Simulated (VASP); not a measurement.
Set up this calculation in VASP 6.6.1, as the native input.

```yaml
Task: single point
Functional: LDA
Potentials_or_basis: VASP PAW LDA potentials, release 64 (Ba_sv)
Cutoff: 520 eV
k_mesh: 12 × 12 × 12
Occupations: gaussian, width 0.15 eV
Spin: no spin polarisation
Dipole_correction: no
Further_INCAR_settings: ALGO = Fast; EDIFF = 1e-06; NBANDS = 11
```

The structure of Ba lies in POSCAR:

```
Ba
1.0
    3.9177175405      0.0000000000      0.0000000000
    0.0000000000      3.9177175405      0.0000000000
    0.0000000000      0.0000000000      3.8001860143
Ba
1
Direct
    0.0000000000      0.0000000000      0.0000000000
```

This cell differs from its parent crystal: strain +0.000 along x and y, -0.030 along z.

The input as run:

INCAR

```
SYSTEM = Ba
ALGO = Fast
EDIFF = 1E-6
ENCUT = 520
ISIF = 2
ISMEAR = 0
LASPH = .True.
LCHARG = .False.
LREAL = .False.
LWAVE = .False.
NBANDS = 11
NELM = 80
PREC = Accurate
SIGMA = 0.15
```

KPOINTS

```
k-points
0
Gamma
  12 12 12
  0 0 0
```

Potentials or basis: VASP PAW LDA potentials, release 64 (Ba_sv).

The run is started by

```bash
$ cat potpaw_LDA.64/Ba_sv/POTCAR > POTCAR
$ mpirun -np 1 vasp_std > vasp.out
```

Results of the run:

```
Pressure               : -0.9 GPa
Band gap on the k mesh : zero (bands 5 and 6 overlap by 0.32 eV)
```

Caveat: the cell differs from its parent crystal (strain +0.000 along x and y, -0.030 along z); spin-orbit coupling is left out, which moves the levels of the heavy elements.

Wall time 36 s on 1 thread of AMD EPYC 9R45 96-Core Processor (Zen 5), with other jobs on the host, peak memory 0.21 GiB.
